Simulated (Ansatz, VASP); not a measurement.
**One calculation of Si4IrPd, two programs**

Contents of INCAR:

```
ALGO = Normal ; EDIFF = 1E-7
EDIFFG = -0.08 ; ENCUT = 500
GGA = PE ; GGA_COMPAT = False
IBRION = 2 ; ISIF = 3
ISMEAR = 0 ; LASPH = True
LCHARG = False ; LREAL = False
LWAVE = False ; NELM = 120
NELMIN = 4 ; NSW = 36
PREC = Accurate ; SIGMA = 0.2
```

Contents of KPOINTS:

```
k-points
0
Gamma
  4 4 4
```

POSCAR

```
Si4IrPd
1.0
    0.0000000000      3.6039165100      3.6039165100
    3.6039165100      0.0000000000      3.6039165100
    3.6039165100      3.6039165100      0.0000000000
Si Pd Ir
4 1 1
Direct
    0.8749097000      0.3750301000      0.3750301000
    0.3750301000      0.3750301000      0.3750301000
    0.3750301000      0.8749097000      0.3750301000
    0.3750301000      0.3750301000      0.8749097000
    0.7500000000      0.7500000000      0.7500000000
    0.0000000000      0.0000000000      0.0000000000
```

Input for Ansatz:

```yaml
crystal:
  lattice:
    - [0.0, 3.60391651, 3.60391651]
    - [3.60391651, 0.0, 3.60391651]
    - [3.60391651, 3.60391651, 0.0]
  atoms:
    - { symbol: Si, position: [0.8749097, 0.3750301, 0.3750301] }
    - { symbol: Si, position: [0.3750301, 0.3750301, 0.3750301] }
    - { symbol: Si, position: [0.3750301, 0.8749097, 0.3750301] }
    - { symbol: Si, position: [0.3750301, 0.3750301, 0.8749097] }
    - { symbol: Pd, position: [0.75, 0.75, 0.75] }
    - { symbol: Ir, position: [0.0, 0.0, 0.0] }
basis:
  ecutwfc: 420
kpoints:
  mp_grid: { grid: [4, 4, 4] }
hamiltonian:
  xc: pbe
scf:
  occupations: { method: gaussian, width: 0.2 }
  lower_state_search: "off"
output:
  forces: true
  stress: true
  eigenvalues: true
relax:
  adjacent_minimum: "off"
  f_tol: 0.08
  max_steps: 16
  cell: { stress_tol: 0.8 }
```

Change from the starting cell: species swapped into the HfZrW4 type (F-43m, No. 216).

Alike in both runs: task relaxation of cell and atoms; functional PBE; k mesh 4 × 4 × 4; occupations gaussian, width 0.2 eV; no spin polarisation.

|  | VASP | Ansatz |
| --- | --- | --- |
| version | VASP 6.6.1 | Ansatz 0.2.0 |
| potentials or method | VASP PAW PBE potentials, release 64 (Si, Pd, Ir), cutoff 500 eV | scalar-relativistic, plane waves, PAW |
| valence electrons in the cell | 35 | 51 |

|  | VASP | Ansatz | Ansatz less VASP |
| --- | --- | --- | --- |
| gap on the k mesh at the Fermi level, each at its own relaxed structure (eV) | none | none | - |
| relaxed volume (Å³/atom) | 14.23 | 14.15 | -0.073 |
| relaxed cell length with the largest relative difference (Å) | 4.942 | 4.934 | -0.0084 |

A gap of «none» marks a metal or a gap that the smearing closes. VASP's potentials hold 35 valence electrons a cell and Ansatz's 51, so a difference there can come from the potentials and not from the codes.

The k mesh is coarse, so the values compare programs but aren't converged. Neither program's run includes spin-orbit coupling.
